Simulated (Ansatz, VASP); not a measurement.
CuO in VASP and in Ansatz

```
CELL_PARAMETERS angstrom
1.67472 2.07606 5.36688
2.08721 -2.07606 0.16528
2.08721 6.22818 0.16528
ATOMIC_POSITIONS crystal
Cu 0.00000 0.25000 0.25000
Cu 0.50000 0.25000 0.75000
Cu 0.00000 0.75000 0.75000
Cu 0.50000 0.75000 0.25000
O 0.25000 0.62502 0.12498
O 0.75000 0.37498 0.87502
O 0.25000 0.12502 0.62498
O 0.75000 0.87498 0.37502
```

Alike in both runs: task single point; functional PBE; k mesh 5 × 5 × 5; occupations gaussian, width 0.05 eV; collinear spin; Hubbard terms Cu d U = 4.0 eV.

|  | VASP | Ansatz |
| --- | --- | --- |
| version | VASP 6.6.1 | Ansatz 0.2.0 |
| potentials or method | VASP PAW PBE potentials, release 64 (Cu, O), cutoff 520 eV | scalar-relativistic, plane waves, PAW |
| valence electrons in the cell | 68 | 100 |

Ansatz gave:

```
gap on the k mesh at the Fermi level (eV)                     : none
pressure (GPa)                                                : 0.0
net moment per atom (μB)                                      : 0.47
size of the moment on the site where the two differ most (μB) : 0.58
```

Task: Estimate VASP's values.

Result: gap on the k mesh at the Fermi level (eV): none; pressure (GPa): -2.7; net moment per atom (μB): 0.49; size of the moment on the site where the two differ most (μB): 0.63.

Site moments also hang on the region over which each program counts them. The programs project onto different local orbitals, so the same U acts differently, and such runs can settle in different states. A gap of «none» marks a metal or a gap that the smearing closes. VASP's potentials hold 68 valence electrons a cell and Ansatz's 100, so a difference there can come from the potentials and not from the codes. Ansatz's warnings: filled band counts differ across k points, stability check not made.

The k mesh is coarse, so the values compare programs but aren't converged.
